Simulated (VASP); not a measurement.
# TiMoSe4 (P-6m2) in VASP: a series of runs

TiMoSe4 is run at these levels: PBE; tasks: single point.

Everything below comes from runs of VASP 6.6.1. Logs are shortened: lines on timing, memory, paths and dates and some standing lists are left out, and cuts for length are marked.

**1. The cell of the first run**

The structure is hexagonal, space group P-6m2 (No. 187). Conventional cell: a = 5.375 Å, b = 5.375 Å, c = 4.810 Å, α = 90.00°, β = 90.00°, γ = 120.00°. Ti (site symmetry -6m2) has 3 Mo at 3.10 Å and 15 Se at 3.10 to 3.61 Å within 4.1 Å. Within 3.7 Å of Mo (site symmetry -6m2) lie 9 Se at 2.84 to 3.10 Å and 3 Ti at 3.10 Å. Within 3.8 Å of Se (site symmetry -6m2) lie 6 Se at 2.89 Å and 3 Ti at 3.10 Å and 3 Mo at 3.10 Å. Within 3.4 Å of Se (site symmetry mm2) lie 6 Se at 2.61 to 2.89 Å and 2 Mo at 2.84 Å.

**2. Single point, PBE, collinear spin, ferromagnetic start**

Input file INCAR:

```
SYSTEM = TiMoSe4
PREC     = Accurate       ! precision mode
ENCUT    = 520            ! plane-wave cutoff, eV
EDIFF    = 1E-6           ! SCF threshold, eV
ISMEAR   = 0              ! smearing method
SIGMA    = 0.15           ! smearing width, eV
LREAL    = .FALSE.        ! projectors in reciprocal space
LASPH    = .TRUE.         ! aspherical terms in the spheres
NELM     = 150            ! most SCF steps
ALGO     = Normal         ! electronic algorithm
ISIF     = 2              ! what is computed and relaxed
LWAVE    = .FALSE.        ! write WAVECAR
LCHARG   = .TRUE.         ! write CHGCAR
ISPIN    = 2              ! spin polarisation
MAGMOM   = 1 1 0 0 0 0    ! initial moments
LORBIT   = 11             ! projections on sites
LMAXMIX  = 4              ! l up to which the mixer works
GGA      = PE             ! functional
LELF     = .TRUE.         ! ELF
LVHAR    = .TRUE.       
NBANDS   = 38             ! bands
```

Input file KPOINTS:

```
Automatic mesh
0
G
  2 2 3
  0 0 0
```

Input file POSCAR:

```
TiMoSe4
1.0
    5.3754272355      0.0000000026      0.0000000000
   -2.6877136200      4.6552565409      0.0000000000
    0.0000000000      0.0000000000      4.8098507510
Ti Mo Se
1 1 4
Direct
    0.0000000000      0.0000000000      0.0000000000
    0.3333333333      0.6666666667      0.0000000000
    0.6666666667      0.3333333333      0.0000000000
    0.4950593181     -0.0098813638      0.5000000000
    1.0098813638      0.5049406819      0.5000000000
    0.4950593181      0.5049406819      0.5000000000
```

Potentials or basis: VASP PAW PBE potentials, release 64 (Ti_sv, Mo_sv, Se).

On the command line:

```sh
cat potpaw_PBE.64/Ti_sv/POTCAR potpaw_PBE.64/Mo_sv/POTCAR potpaw_PBE.64/Se/POTCAR > POTCAR
mpirun -np 1 vasp_std > vasp.out
```

OUTCAR:

```text
SYSTEM = TiMoSe4
   PREC = Accurate
   ENCUT = 520
   EDIFF = 1E-6
   ISMEAR = 0
   LREAL = .FALSE.
   LASPH = .TRUE.
   NELM = 150
   ISIF = 2
   ISPIN = 2
   LORBIT = 11
   GGA = PE

 ion  position               nearest neighbor table
   1  0.000  0.000  0.000-   2 3.10   2 3.10   2 3.10
   2  0.333  0.667  0.000-   5 2.84   5 2.84   4 2.84   4 2.84   6 2.84   6 2.84   1 3.10   3 3.10
                             3 3.10   1 3.10   1 3.10   3 3.10
   3  0.667  0.333  0.000-   2 3.10   2 3.10   2 3.10
   4  0.495  0.990  0.500-   6 2.61   5 2.61   6 2.77   5 2.77   2 2.84   2 2.84
   5  0.010  0.505  0.500-   6 2.61   4 2.61   6 2.77   4 2.77   2 2.84   2 2.84
   6  0.495  0.505  0.500-   5 2.61   4 2.61   5 2.77   4 2.77   2 2.84   2 2.84

  LATTYP: Found a hexagonal cell.
 ALAT       =     5.3754272355
 C/A-ratio  =     0.8947848311

  Lattice vectors:

 A1 = (   5.3754272355,   0.0000000026,   0.0000000000)
 A2 = (  -2.6877136200,   4.6552565409,   0.0000000000)
 A3 = (   0.0000000000,   0.0000000000,   4.8098507510)

Analysis of symmetry for initial positions (statically):
=====================================================================
 Subroutine PRICEL returns:
 Original cell was already a primitive cell.

 Routine SETGRP: Setting up the symmetry group for a
 hexagonal supercell.

 Subroutine GETGRP returns: Found 12 space group operations
 (whereof 12 operations were pure point group operations)
 out of a pool of 24 trial point group operations.

The static configuration has the point symmetry D_3h.

Analysis of symmetry for dynamics (positions and initial velocities):
=====================================================================
 Subroutine PRICEL returns:
 Original cell was already a primitive cell.

 Routine SETGRP: Setting up the symmetry group for a
 hexagonal supercell.

 Subroutine GETGRP returns: Found 12 space group operations
 (whereof 12 operations were pure point group operations)
 out of a pool of 24 trial point group operations.

The dynamic configuration has the point symmetry D_3h.

Analysis of structural, dynamic, and magnetic symmetry:
=====================================================================
 Subroutine PRICEL returns:
 Original cell was already a primitive cell.

 Routine SETGRP: Setting up the symmetry group for a
 hexagonal supercell.

 Subroutine GETGRP returns: Found 12 space group operations
 (whereof 12 operations were pure point group operations)
 out of a pool of 24 trial point group operations.

The overall configuration has the point symmetry D_3h.

 Subroutine INISYM returns: Found 12 space group operations
 (whereof 12 operations are pure point group operations),
 and found     1 'primitive' translations

----------------------------------------------------------------------------------------

                                     Primitive cell

  volume of cell :     120.3617

  direct lattice vectors                    reciprocal lattice vectors
     5.375427236  0.000000003  0.000000000     0.186031725  0.107405466  0.000000000
    -2.687713620  4.655256541  0.000000000    -0.000000000  0.214810933  0.000000000
     0.000000000  0.000000000  4.809850751     0.000000000  0.000000000  0.207906659

  length of vectors
     5.375427236  5.375427236  4.809850751     0.214810933  0.214810933  0.207906659

  position of ions in fractional coordinates (direct lattice)
     0.000000000  0.000000000  0.000000000
     0.333333333  0.666666667  0.000000000
     0.666666667  0.333333333  0.000000000
     0.495059318  0.990118636  0.500000000
     0.009881364  0.504940682  0.500000000
     0.495059318  0.504940682  0.500000000

  ion indices of the primitive-cell ions
   primitive index   ion index
                 1           1
                 2           2
                 3           3
                 4           4
                 5           5
[... 25 lines left out ...]

 Found      4 irreducible k-points:

 Following reciprocal coordinates:
            Coordinates               Weight
  0.000000  0.000000  0.000000      1.000000
  0.500000 -0.000000  0.000000      3.000000
  0.000000  0.000000  0.333333      2.000000
  0.500000 -0.000000  0.333333      6.000000
   k-points           NKPTS =      4   k-points in BZ     NKDIM =      4   number of bands    NBANDS=     38
   number of dos      NEDOS =    301   number of ions     NIONS =      6
   total plane-waves  NPLWV =  57600
   dimension x,y,z NGX =    40 NGY =   40 NGZ =   36
   dimension x,y,z NGXF=    80 NGYF=   80 NGZF=   72
   ions per type =               1   1   4
   NGX,Y,Z   is equivalent  to a cutoff of  12.37, 12.37, 12.44 a.u.
   NGXF,Y,Z  is equivalent  to a cutoff of  24.74, 24.74, 24.89 a.u.
 SYSTEM =  TiMoSe4
   PREC   = accura    normal or accurate (medium, high low for compatibility)
   ISTART =      0    job   : 0-new  1-cont  2-samecut
   ICHARG =      2    charge: 1-file 2-atom 10-const
   ISPIN  =      2    spin polarized calculation?
   LNONCOLLINEAR =      F non collinear calculations
   LSORBIT =      F    spin-orbit coupling
   LASPH  =      T    aspherical Exc in radial PAW
   ENCUT  =  520.0 eV  38.22 Ry    6.18 a.u.   9.99  9.99  8.94*2*pi/ulx,y,z
   NELM   =    150;   NELMIN=  2; NELMDL= -5     # of ELM steps
   EDIFF  = 0.1E-05   stopping-criterion for ELM
   LREAL  =      F    real-space projection
   EDIFFG = 0.1E-04   stopping-criterion for IOM
   NSW    =      0    number of steps for IOM
   IBRION =     -1    ionic relax: 0-MD 1-quasi-New 2-CG
   NFREE  =      0    steps in history (QN), initial steepest desc. (CG)
   ISIF   =      2    stress and relaxation
   ISYM   =      2    0-nonsym 1-usesym 2-fastsym
   POTIM  = 0.5000    time-step for ionic-motion
   TEBEG  =    0.0;   TEEND  =   0.0 temperature during run
   PSTRESS=    0.0 pullay stress
   NELECT =      50.0000    total number of electrons
   NUPDOWN=      -1.0000    fix difference up-down
   EMIN   =  10.00;   EMAX   =-10.00  energy-range for DOS
   EFERMI =   0.00;   METHOD = LEGACY
   ISMEAR =     0;   SIGMA  =   0.15  broadening in eV -4-tet -1-fermi 0-gaus
   EFERMI_NEDOS =   21; number of points for ismear=-14 and -15
   IALGO  =     38    algorithm
   IMIX   =      4    mixing-type and parameters
     AMIX     =   0.40;   BMIX     =  1.00
     AMIX_MAG =   1.60;   BMIX_MAG =  1.00
  volume/ion in A,a.u.               =      20.06       135.37
  Fermi-wavevector in a.u.,A,eV,Ry     =   1.221524  2.308346 20.301546  1.492122
  Thomas-Fermi vector in A             =   2.356703
   LORBIT       =     11    0 simple, 1 ext, 2 COOP (PROOUT), +10 PAW based schemes
   GGA     = PE    functional components
   LHFCALC =     F    Hartree Fock is set to
   AEXX    =    0.0000 exact exchange contribution
   IVDW    =     0    specifies the selected vdW correction
   LEPSILON=     F    determine dielectric tensor
   LRPA    =     F    only Hartree local field effects (RPA)
 spin polarized calculation
 Gauss-broadening in eV      SIGMA  =   0.15
  energy-cutoff  :      520.00
  volume of cell :      120.36
 maximum number of plane-waves:      3266
 NGX is ok and might be reduce to    40
   NGX = 19   NGY = 19   NGZ = 17

 number of electron      49.9999989 magnetization      -0.0004211

 number of electron      49.9999989 magnetization       0.0005049

 Free energy of the ion-electron system (eV)
  ---------------------------------------------------
  ext. energy  EPLUGINS =         0.00000000
  ---------------------------------------------------
  free energy    TOTEN  =       -29.84898698 eV

  energy without entropy =      -29.81636826  energy(sigma->0) =      -29.83267762

 E-fermi :   7.0026     XC(G=0): -10.7531

 val. band max:        6.8542529606   @ k =   0.5000  -0.0000   0.0000
 cond. band min:       7.0701238331   @ k =   0.0000   0.0000   0.3333
 fundamental gap:      0.2158708724
 Fermi energy:         7.0026217088

 spin component 1

 k-point     1 :       0.0000    0.0000    0.0000
  band No.  band energies     occupation
      1     -54.2090      1.00000
      2     -50.9377      1.00000
      3     -28.6067      1.00000
      4     -28.1172      1.00000
      5     -28.1172      1.00000
      6     -27.4528      1.00000
[... 149 lines left out ...]
     36      11.0572      0.00000
     37      11.9097      0.00000
 Fermi energy:         7.0026217088

 spin component 2

 k-point     1 :       0.0000    0.0000    0.0000
  band No.  band energies     occupation
      1     -54.2096      1.00000
      2     -50.9357      1.00000
      3     -28.6072      1.00000
      4     -28.1180      1.00000
      5     -28.1180      1.00000
      6     -27.4511      1.00000
[... 149 lines left out ...]
     36      11.0572      0.00000
     37      11.9094      0.00000
 [bands above 37 left out]

------------------------ aborting loop because EDIFF is reached ----------------------------------------

  FORCE on cell =-STRESS in cart. coord.  units (eV):
  Direction    XX          YY          ZZ          XY          YZ          ZX
  --------------------------------------------------------------------------------------
  -------------------------------------------------------------------------------------
  Total       -0.9787091     -0.9787091     -0.2567255     -0.0000000      0.0000000     -0.0000000
  in kB      -13.0279477    -13.0279477     -3.4173656     -0.0000000      0.0000000     -0.0000000
  external PRESSURE =      -9.8244203 kB  Pullay stress =       0.0000000 kB

 VOLUME and BASIS-vectors are now :
 -----------------------------------------------------------------------------
  energy-cutoff  :      520.00
  volume of cell :      120.36
      direct lattice vectors                 reciprocal lattice vectors
     5.375427236  0.000000003  0.000000000     0.186031725  0.107405466  0.000000000
    -2.687713620  4.655256541  0.000000000    -0.000000000  0.214810933  0.000000000
     0.000000000  0.000000000  4.809850751     0.000000000  0.000000000  0.207906659

 POSITION                                       TOTAL-FORCE (eV/Angst)
 -----------------------------------------------------------------------------------
      0.00000      0.00000      0.00000         0.000000     -0.000000     -0.000000
     -0.00000      3.10350      0.00000         0.000000     -0.000000     -0.000000
      2.68771      1.55175      0.00000        -0.000000     -0.000000     -0.000000
     -0.00000      4.60926      2.40493        -0.000000      0.015528     -0.000000
     -1.30402      2.35063      2.40493        -0.013448     -0.007764      0.000000
      1.30402      2.35063      2.40493         0.013448     -0.007764      0.000000
 -----------------------------------------------------------------------------------
    total drift:                                0.000001     -0.000000     -0.000000

  FREE ENERGIE OF THE ION-ELECTRON SYSTEM (eV)
  ---------------------------------------------------
  free  energy   TOTEN  =       -29.8489869761 eV

  energy  without entropy=      -29.8163682581  energy(sigma->0) =      -29.83267762

 total charge

# of ion       s       p       d       tot
------------------------------------------
    1        2.137   6.019   1.810   9.965
    2        2.229   6.083   3.836  12.148
    3        1.515   2.168   0.062   3.745
    4        1.546   2.114   0.104   3.763
    5        1.546   2.114   0.104   3.763
    6        1.546   2.114   0.104   3.763
--------------------------------------------------
tot         10.517  20.611   6.020  37.148

 magnetization (x)

# of ion       s       p       d       tot
------------------------------------------
    1        0.000   0.000   0.002   0.002
    2       -0.000  -0.000  -0.001  -0.001
    3       -0.000  -0.000  -0.000  -0.000
    4        0.000  -0.000  -0.000  -0.000
    5        0.000  -0.000  -0.000  -0.000
    6        0.000  -0.000  -0.000  -0.000
--------------------------------------------------
tot         -0.000  -0.000   0.001   0.000
```

Wall time 66 s (1 thread of AMD EPYC 9R45 (Zen 5), shared host); peak memory 0.25 GiB.

What came out:

| Item | Value |
| --- | --- |
| Free energy | -29.8490 eV |
| Pressure | -1.0 GPa |
| Largest force | 0.016 eV/Å |
| Band gap on the k mesh | zero (filled and empty bands overlap) |
| Net moment | 0.00 μB per cell |
| Valence electrons inside the program's atomic spheres | Ti 9.96; Mo 12.15; Se 3.75, 3.76 |

Forces in eV/Å, atoms in the order of the input:
```
Ti   0.000  0.000  0.000
Mo   0.000  0.000  0.000
Se   0.000  0.000  0.000
Se   0.000  0.016  0.000
Se  -0.013 -0.008  0.000
Se   0.013 -0.008  0.000
```

Stress tensor (GPa, compression positive):
```
-1.30  0.00  0.00
 0.00 -1.30  0.00
 0.00  0.00 -0.34
```

Caveat: the k points lie up to 0.67 Å⁻¹ apart.

**3. Single point, PBE, collinear spin, ferromagnetic start**

This run uses another cell than the first one, of 23.38 Å³/atom, 1.166 times its volume.

Input file INCAR:

```
PREC     = Accurate       # precision mode
ENCUT    = 520            # plane-wave cutoff, eV
EDIFF    = 1E-6           # SCF threshold, eV
ISMEAR   = 0              # smearing method
SIGMA    = 0.15           # smearing width, eV
LREAL    = False          # projectors in reciprocal space
LASPH    = True           # aspherical terms in the spheres
NELM     = 150            # most SCF steps
ALGO     = Normal         # electronic algorithm
ISIF     = 2              # what is computed and relaxed
LWAVE    = False          # write WAVECAR
LCHARG   = False          # write CHGCAR
ISPIN    = 2              # spin polarisation
MAGMOM   = 1 1 0 0 0 0    # initial moments
LORBIT   = 11             # projections on sites
LMAXMIX  = 4              # l up to which the mixer works
GGA      = PE             # functional
NBANDS   = 38             # bands
```

Input file KPOINTS:

```
regular mesh
0
Gamma
  4 4 1
```

Input file POSCAR:

```
TiMoSe4
1.0
    3.4118159636      0.0000000000      0.0000000000
   -1.7059079818      2.9547192975      0.0000000000
    0.0000000000      0.0000000000     13.9157813671
Ti Mo Se
1 1 4
Direct
    0.3333333333      0.6666666667      0.0000000000
    0.6666666667      0.3333333333      0.5000000000
    0.6666666667      0.3333333333      0.1173069534
    0.6666666667      0.3333333333      0.8826930466
    0.3333333333      0.6666666667      0.6177294012
    0.3333333333      0.6666666667      0.3822705988
```

Potentials or basis: VASP PAW PBE potentials, release 64 (Ti_sv, Mo_sv, Se).

On the command line:

```sh
cat potpaw_PBE.64/Ti_sv/POTCAR potpaw_PBE.64/Mo_sv/POTCAR potpaw_PBE.64/Se/POTCAR > POTCAR
mpirun -np 1 vasp_std > vasp.out
```

OUTCAR:

```text
PREC = Accurate
   ENCUT = 520
   EDIFF = 1E-6
   ISMEAR = 0
   LREAL = False
   LASPH = True
   NELM = 150
   ISIF = 2
   ISPIN = 2
   LORBIT = 11
   GGA = PE

 ion  position               nearest neighbor table
   1  0.333  0.667  0.000-   3 2.56   4 2.56   3 2.56   4 2.56   3 2.56   4 2.56
   2  0.667  0.333  0.500-   5 2.56   6 2.56   5 2.56   6 2.56   5 2.56   6 2.56
   3  0.667  0.333  0.117-   1 2.56   1 2.56   1 2.56
   4  0.667  0.333  0.883-   1 2.56   1 2.56   1 2.56
   5  0.333  0.667  0.618-   2 2.56   2 2.56   2 2.56
   6  0.333  0.667  0.382-   2 2.56   2 2.56   2 2.56

  LATTYP: Found a hexagonal cell.
 ALAT       =     3.4118159636
 C/A-ratio  =     4.0787022265

[... 536 lines left out ...]
     -0.00000      1.96981      0.00000        -0.000000      0.000000      0.000000
      1.70591      0.98491      6.95789        -0.000000     -0.000000      0.000000
      1.70591      0.98491      1.63242         0.000000     -0.000000     -0.011159
      1.70591      0.98491     12.28336         0.000000     -0.000000      0.011159
     -0.00000      1.96981      8.59619        -0.000000     -0.000000     -0.009005
     -0.00000      1.96981      5.31959        -0.000000     -0.000000      0.009005
 -----------------------------------------------------------------------------------
    total drift:                                0.000000     -0.000000      0.000000

  FREE ENERGIE OF THE ION-ELECTRON SYSTEM (eV)
  ---------------------------------------------------
  free  energy   TOTEN  =       -37.7563871733 eV

  energy  without entropy=      -37.7469740378  energy(sigma->0) =      -37.75168061

 total charge

# of ion       s       p       d       tot
------------------------------------------
    1        2.176   6.154   1.889  10.219
    2        2.263   6.165   3.880  12.307
    3        1.473   2.365   0.036   3.874
    4        1.473   2.365   0.036   3.874
    5        1.478   2.305   0.056   3.839
    6        1.478   2.305   0.056   3.839
--------------------------------------------------
tot         10.342  21.659   5.953  37.954

 magnetization (x)

# of ion       s       p       d       tot
------------------------------------------
    1        0.000   0.000   0.000   0.000
    2       -0.000  -0.000  -0.000  -0.000
    3       -0.000  -0.000   0.000  -0.000
    4       -0.000  -0.000   0.000  -0.000
    5       -0.000   0.000  -0.000   0.000
    6       -0.000   0.000  -0.000   0.000
--------------------------------------------------
tot         -0.000  -0.000   0.000   0.000
```

stdout:

```text
POSCAR found type information on POSCAR TiMoSe
 POSCAR found :  3 types and       6 ions
 scaLAPACK will be used
 LDA part: xc-table for (Slater+PW92), standard interpolation
 POSCAR, INCAR and KPOINTS ok, starting setup
 FFT: planning ... GRIDC
 FFT: planning ... GRID_SOFT
 FFT: planning ... GRID
 WAVECAR not read
 entering main loop
```

It took 57 s on 1 thread of AMD EPYC 9R45 (Zen 5), shared host; peak memory 0.31 GiB.

What came out:

```
Free energy                                           : -37.7564 eV
Pressure                                              : 0.2 GPa
Largest force                                         : 0.011 eV/Å
Band gap on the k mesh                                : 0.25 eV, indirect (least direct gap 0.72 eV)
Net moment                                            : 0.00 μB per cell
Valence electrons inside the program's atomic spheres : Ti 10.22; Mo 12.31; Se 3.87, 3.84
```

Forces in eV/Å, atoms in the order of the input:
```
Ti   0.000  0.000  0.000
Mo   0.000  0.000  0.000
Se   0.000  0.000 -0.011
Se   0.000  0.000  0.011
Se   0.000  0.000 -0.009
Se   0.000  0.000  0.009
```

Caveat: the k points lie up to 0.53 Å⁻¹ apart; this functional lacks dispersion, which binds the layers, so the pressure and a relaxed spacing across them are unreliable.

(Continued in part 2 of 2.)
